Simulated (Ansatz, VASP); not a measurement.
## Ti in VASP and in Ansatz

```
CELL_PARAMETERS angstrom
2.93846 0.00000 0.00000
-1.46923 2.54478 0.00000
0.00000 0.00000 28.95190
ATOMIC_POSITIONS crystal
Ti 0.66667 0.33333 0.25905
Ti 0.33333 0.66667 0.33937
Ti 0.66667 0.33333 0.41968
Ti 0.33333 0.66667 0.50000
Ti 0.66667 0.33333 0.58032
Ti 0.33333 0.66667 0.66063
Ti 0.66667 0.33333 0.74095
```

Alike in both runs: task single point; functional PBE; k mesh 12 × 12 × 1; occupations gaussian, width 0.1 eV; no spin polarisation.

|  | VASP | Ansatz |
| --- | --- | --- |
| version | VASP 6.6.1 | Ansatz 0.2.0 |
| potentials or method | VASP PAW PBE potentials, release 64 (Ti_sv), cutoff 520 eV | scalar-relativistic, plane waves, PAW |
| valence electrons in the cell | 84 | 84 |

VASP gave:

* gap on the k mesh at the Fermi level (eV): none
* rms of the force components (eV/Å): 0.260
* work function, face that differs most (eV): 4.48

What did Ansatz give for the same quantities?

gap on the k mesh at the Fermi level (eV): none; rms of the force components (eV/Å): 0.258; work function, face that differs most (eV): 4.48.

Atom by atom the forces differ by 0.004 eV/Å (rms over components). A gap of «none» marks a metal or a gap that the smearing closes. With one functional, cell and mesh, what is left measures potentials, basis and numerics. Ansatz's warnings: xc potential rough in thin density.
